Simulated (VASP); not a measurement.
# SrVO3 (Pm-3m) in VASP: single point with PBE

Aim: the single point of SrVO3 with PBE.

All numbers are computed with VASP 6.6.1; they aren't measurements. Logs are shortened: lines on timing, memory, paths and dates and some standing lists are left out, and cuts for length are marked.

**1. The cell of the first run**

Symmetry: Pm-3m, No. 221, cubic system. The conventional cell has a = 3.873 Å, b = 3.873 Å, c = 3.873 Å, α = 90.00°, β = 90.00°, γ = 90.00°. V (site symmetry m-3m) has 6 O at 1.94 Å within 2.6 Å. O (site symmetry 4/mmm) has 2 V at 1.94 Å within 2.6 Å. Within 3.6 Å of Sr (site symmetry m-3m) lie 12 O at 2.74 Å and 8 V at 3.35 Å.

**2. Single point, PBE, collinear spin, ferromagnetic start**

POSCAR

```
SrVO3
1.0
    3.8734047400      0.0000000000      0.0000000000
    0.0000000000      3.8734047400      0.0000000000
    0.0000000000      0.0000000000      3.8734047400
V O Sr
1 3 1
Direct
    0.0000000000      0.0000000000      0.0000000000
    0.5000000000      0.0000000000      0.0000000000
    0.0000000000      0.5000000000      0.0000000000
    0.0000000000      0.0000000000      0.5000000000
    0.5000000000      0.5000000000      0.5000000000
```

INCAR.step1

```
PREC     = Accurate       # precision mode
ENCUT    = 520            # plane-wave cutoff, eV
EDIFF    = 1E-7           # SCF threshold, eV
ISMEAR   = 0              # smearing method
SIGMA    = 0.0641         # smearing width, eV
LREAL    = F              # projectors in reciprocal space
LASPH    = T              # aspherical terms in the spheres
NELM     = 150            # most SCF steps
ALGO     = Normal         # electronic algorithm
ISIF     = 2              # what is computed and relaxed
LWAVE    = F              # write WAVECAR
LCHARG   = T              # write CHGCAR
ISPIN    = 2              # spin polarisation
MAGMOM   = 1 0 0 0 0      # initial moments
LMAXMIX  = 4              # l up to which the mixer works
GGA      = PE             # functional
NBANDS   = 32             # bands
```

KPOINTS.step1

```
regular mesh
0
Gamma
  6 6 6
```

INCAR.step2

```
PREC     = Accurate       # precision mode
ENCUT    = 520            # plane-wave cutoff, eV
EDIFF    = 1E-7           # SCF threshold, eV
ISMEAR   = -5             # smearing method
SIGMA    = 0.0641         # smearing width, eV
LREAL    = F              # projectors in reciprocal space
LASPH    = T              # aspherical terms in the spheres
NELM     = 150            # most SCF steps
ALGO     = Normal         # electronic algorithm
ISIF     = 2              # what is computed and relaxed
LWAVE    = F              # write WAVECAR
LCHARG   = F              # write CHGCAR
ISPIN    = 2              # spin polarisation
MAGMOM   = 1 0 0 0 0      # initial moments
LORBIT   = 11             # projections on sites
LMAXMIX  = 4              # l up to which the mixer works
GGA      = PE             # functional
NBANDS   = 32             # bands
NEDOS    = 2001           # points of the DOS
ICHARG   = 11             # starting density
```

KPOINTS.step2

```
regular mesh
0
Gamma
  9 9 9
```

Potentials or basis: VASP PAW PBE potentials, release 64 (V_sv, O, Sr_sv).

The run is started by

```bash
$ cat potpaw_PBE.64/V_sv/POTCAR potpaw_PBE.64/O/POTCAR potpaw_PBE.64/Sr_sv/POTCAR > POTCAR
$ cp INCAR.step1 INCAR
$ cp KPOINTS.step1 KPOINTS
$ mpirun -np 1 vasp_std > vasp.out
$ cp INCAR.step2 INCAR
$ cp KPOINTS.step2 KPOINTS
$ mpirun -np 1 vasp_std > vasp.out
```

OUTCAR:

```text
PREC = Accurate
   ENCUT = 520
   EDIFF = 1E-7
   ISMEAR = -5
   LREAL = F
   LASPH = T
   NELM = 150
   ISIF = 2
   ISPIN = 2
   LORBIT = 11
   GGA = PE
   ICHARG = 11

 ion  position               nearest neighbor table
   1  0.000  0.000  0.000-   2 1.94   3 1.94   4 1.94   4 1.94   3 1.94   2 1.94   5 3.35   5 3.35
                             5 3.35   5 3.35   5 3.35   5 3.35   5 3.35   5 3.35
   2  0.500  0.000  0.000-   1 1.94   1 1.94   5 2.74   5 2.74   5 2.74   5 2.74
   3  0.000  0.500  0.000-   1 1.94   1 1.94   5 2.74   5 2.74   5 2.74   5 2.74
   4  0.000  0.000  0.500-   1 1.94   1 1.94   5 2.74   5 2.74   5 2.74   5 2.74
   5  0.500  0.500  0.500-   2 2.74   3 2.74   4 2.74   2 2.74   3 2.74   2 2.74   4 2.74   2 2.74
                             3 2.74   4 2.74   3 2.74   4 2.74   1 3.35   1 3.35   1 3.35   1 3.35

  LATTYP: Found a simple cubic cell.
 ALAT       =     3.8734047400

  Lattice vectors:

 A1 = (   3.8734047400,   0.0000000000,   0.0000000000)
 A2 = (   0.0000000000,   3.8734047400,   0.0000000000)
 A3 = (   0.0000000000,   0.0000000000,   3.8734047400)

Analysis of symmetry for initial positions (statically):
=====================================================================
 Subroutine PRICEL returns:
 Original cell was already a primitive cell.

 Routine SETGRP: Setting up the symmetry group for a
 simple cubic supercell.

 Subroutine GETGRP returns: Found 48 space group operations
 (whereof 48 operations were pure point group operations)
 out of a pool of 48 trial point group operations.

The static configuration has the point symmetry O_h .

Analysis of symmetry for dynamics (positions and initial velocities):
=====================================================================
 Subroutine PRICEL returns:
 Original cell was already a primitive cell.

 Routine SETGRP: Setting up the symmetry group for a
 simple cubic supercell.

 Subroutine GETGRP returns: Found 48 space group operations
 (whereof 48 operations were pure point group operations)
 out of a pool of 48 trial point group operations.

The dynamic configuration has the point symmetry O_h .

Analysis of structural, dynamic, and magnetic symmetry:
=====================================================================
 Subroutine PRICEL returns:
 Original cell was already a primitive cell.

 Routine SETGRP: Setting up the symmetry group for a
 simple cubic supercell.

 Subroutine GETGRP returns: Found 48 space group operations
 (whereof 48 operations were pure point group operations)
 out of a pool of 48 trial point group operations.

The overall configuration has the point symmetry O_h .

 Subroutine INISYM returns: Found 48 space group operations
 (whereof 48 operations are pure point group operations),
 and found     1 'primitive' translations

[... 131 lines left out ...]
   LEPSILON=     F    determine dielectric tensor
   LRPA    =     F    only Hartree local field effects (RPA)
 spin polarized calculation
 Fermi weights with tetrahedron method with Bloechl corrections
  energy-cutoff  :      520.00
  volume of cell :       58.11
 maximum number of plane-waves:      1584
 NGX is ok and might be reduce to    30

 number of electron      41.0000018 magnetization       0.5000205

 Free energy of the ion-electron system (eV)
  ---------------------------------------------------
  ext. energy  EPLUGINS =         0.00000000
  ---------------------------------------------------
  free energy    TOTEN  =       -39.27002733 eV

  energy without entropy =      -39.27002733  energy(sigma->0) =      -39.27002733

 E-fermi :   6.0274     XC(G=0): -11.4361

 val. band max:        6.0584926664   @ k =   0.2222   0.2222   0.2222
 cond. band min:       6.0681185908   @ k =   0.2222   0.2222   0.0000
 fundamental gap:      0.0096259244
 Fermi energy:         6.0274384791

 spin component 1

 k-point     1 :       0.0000    0.0000    0.0000
  band No.  band energies     occupation
      1     -60.1015      1.00000
      2     -33.9196      1.00000
      3     -33.9196      1.00000
      4     -33.9196      1.00000
      5     -28.5465      1.00000
      6     -13.5769      1.00000
[... 829 lines left out ...]
     31      15.5584      0.00000
     32      16.9053      0.00000

 [... further k-points ...]

 spin component 2

 k-point     1 :       0.0000    0.0000    0.0000
  band No.  band energies     occupation
      1     -59.5906      1.00000
      2     -33.4174      1.00000
      3     -33.4174      1.00000
      4     -33.4174      1.00000
      5     -28.5462      1.00000
      6     -13.5712      1.00000
[... 829 lines left out ...]
     31      15.5688      0.00000
     32      16.9308      0.00000

 [... further k-points ...]
[... 5 lines left out ...]
  --------------------------------------------------------------------------------------
  -------------------------------------------------------------------------------------
  Total       -0.3584488     -0.3584488     -0.3584488      0.0000000      0.0000000      0.0000000
  in kB       -9.8823227     -9.8823227     -9.8823227      0.0000000      0.0000000      0.0000000
  external PRESSURE =      -9.8823227 kB  Pullay stress =       0.0000000 kB

 VOLUME and BASIS-vectors are now :
 -----------------------------------------------------------------------------
  energy-cutoff  :      520.00
  volume of cell :       58.11
      direct lattice vectors                 reciprocal lattice vectors
     3.873404740  0.000000000  0.000000000     0.258170800  0.000000000  0.000000000
     0.000000000  3.873404740  0.000000000     0.000000000  0.258170800  0.000000000
     0.000000000  0.000000000  3.873404740     0.000000000  0.000000000  0.258170800

 POSITION                                       TOTAL-FORCE (eV/Angst)
 -----------------------------------------------------------------------------------
      0.00000      0.00000      0.00000         0.000000      0.000000      0.000000
      1.93670      0.00000      0.00000         0.000000      0.000000      0.000000
      0.00000      1.93670      0.00000         0.000000      0.000000      0.000000
      0.00000      0.00000      1.93670         0.000000      0.000000      0.000000
      1.93670      1.93670      1.93670         0.000000      0.000000      0.000000
 -----------------------------------------------------------------------------------
    total drift:                                0.000000     -0.000000      0.000000

  FREE ENERGIE OF THE ION-ELECTRON SYSTEM (eV)
  ---------------------------------------------------
  free  energy   TOTEN  =       -39.2700273332 eV

  energy  without entropy=      -39.2700273332  energy(sigma->0) =      -39.27002733

 total charge

# of ion       s       p       d       tot
------------------------------------------
    1        2.276   6.330   2.922  11.529
    2        1.563   3.470   0.000   5.033
    3        1.563   3.470   0.000   5.033
    4        1.563   3.470   0.000   5.033
    5        1.998   5.798   0.208   8.004
--------------------------------------------------
tot          8.965  22.538   3.129  34.632

 magnetization (x)

# of ion       s       p       d       tot
------------------------------------------
    1        0.004   0.004   0.426   0.434
    2       -0.000  -0.007   0.000  -0.008
    3       -0.000  -0.007   0.000  -0.008
    4       -0.000  -0.007   0.000  -0.008
    5       -0.000  -0.000   0.001   0.000
--------------------------------------------------
tot          0.002  -0.018   0.427   0.411
```

OUTCAR.step1:

```text
PREC = Accurate
   ENCUT = 520
   EDIFF = 1E-7
   ISMEAR = 0
   LREAL = F
[... 1648 lines left out ...]
      1.93670      0.00000      0.00000         0.000000      0.000000      0.000000
      0.00000      1.93670      0.00000         0.000000      0.000000      0.000000
      0.00000      0.00000      1.93670         0.000000      0.000000      0.000000
      1.93670      1.93670      1.93670         0.000000      0.000000      0.000000
 -----------------------------------------------------------------------------------
    total drift:                                0.000000     -0.000000      0.000000

  FREE ENERGIE OF THE ION-ELECTRON SYSTEM (eV)
  ---------------------------------------------------
  free  energy   TOTEN  =       -39.2754921258 eV

  energy  without entropy=      -39.2710023068  energy(sigma->0) =      -39.27324722
```

OSZICAR.step1:

```text
N       E                     dE             d eps       ncg     rms          rms(c)
DAV:   1     0.375791761381E+03    0.37579E+03   -0.21694E+04  2560   0.134E+03
DAV:   2    -0.258899099323E+02   -0.40168E+03   -0.38473E+03  3056   0.386E+02
DAV:   3    -0.492737078221E+02   -0.23384E+02   -0.23165E+02  3488   0.965E+01
DAV:   4    -0.497902976060E+02   -0.51659E+00   -0.51555E+00  3568   0.105E+01
DAV:   5    -0.497960934811E+02   -0.57959E-02   -0.57956E-02  3184   0.940E-01    0.372E+01
DAV:   6    -0.412262948587E+02    0.85698E+01   -0.47968E+01  2768   0.559E+01    0.185E+01
DAV:   7    -0.401168542881E+02    0.11094E+01   -0.23014E+01  2696   0.415E+01    0.172E+01
DAV:   8    -0.393327489026E+02    0.78411E+00   -0.17544E+00  2840   0.110E+01    0.686E+00
DAV:   9    -0.393423385996E+02   -0.95897E-02   -0.68328E-01  2968   0.650E+00    0.283E+00
DAV:  10    -0.392746699259E+02    0.67669E-01   -0.23483E-01  2808   0.437E+00    0.506E-01
DAV:  11    -0.392756487703E+02   -0.97884E-03   -0.69100E-03  3048   0.483E-01    0.292E-01
DAV:  12    -0.392755092423E+02    0.13953E-03   -0.18477E-03  2960   0.238E-01    0.105E-01
DAV:  13    -0.392755935082E+02   -0.84266E-04   -0.43045E-04  3280   0.159E-01    0.117E-01
DAV:  14    -0.392755228181E+02    0.70690E-04   -0.88469E-05  3064   0.872E-02    0.580E-02
DAV:  15    -0.392754940229E+02    0.28795E-04   -0.46024E-05  3000   0.591E-02    0.170E-02
DAV:  16    -0.392754920546E+02    0.19683E-05   -0.10311E-05  3200   0.247E-02    0.385E-03
DAV:  17    -0.392754921258E+02   -0.71268E-07   -0.91603E-07  3192   0.631E-03
   1 F= -.39275492E+02 E0= -.39273247E+02  d E =-.448982E-02  mag=     0.5000
```

Wall time 3 min (1 thread of Intel Xeon Platinum 8375C at 2.90GHz (Ice Lake), shared host); peak memory 0.24 GiB.

What came out:

```yaml
Net_moment: 0.50 μB per cell
Site_moments: V +0.43; O -0.01; Sr +0.00 μB
Valence_electrons_inside_the_program's_atomic_spheres: V 11.53; O 5.03; Sr 8.00
```

Levels at points of the mesh, in eV from the Fermi level:
Spin up:
```csv
k point,band 18,band 19,band 20,band 21,band 22,band 23,band 24,band 25
"(0.00, 0.00, 0.00)",-2.35,-2.35,-2.35,-1.20,-1.20,-1.20,1.07,1.07
```
Spin down:
```tsv
k point	band 17	band 18	band 19	band 20	band 21	band 22	band 23	band 24
(0.00, 0.00, 0.00)	-3.14	-2.37	-2.37	-2.37	-0.64	-0.64	-0.64	1.33
```

Caveat: semilocal functionals often make such compounds metallic where correlation or magnetic order opens a gap, which also shifts bond lengths; tetrahedron occupations give inexact forces and stress in metals.
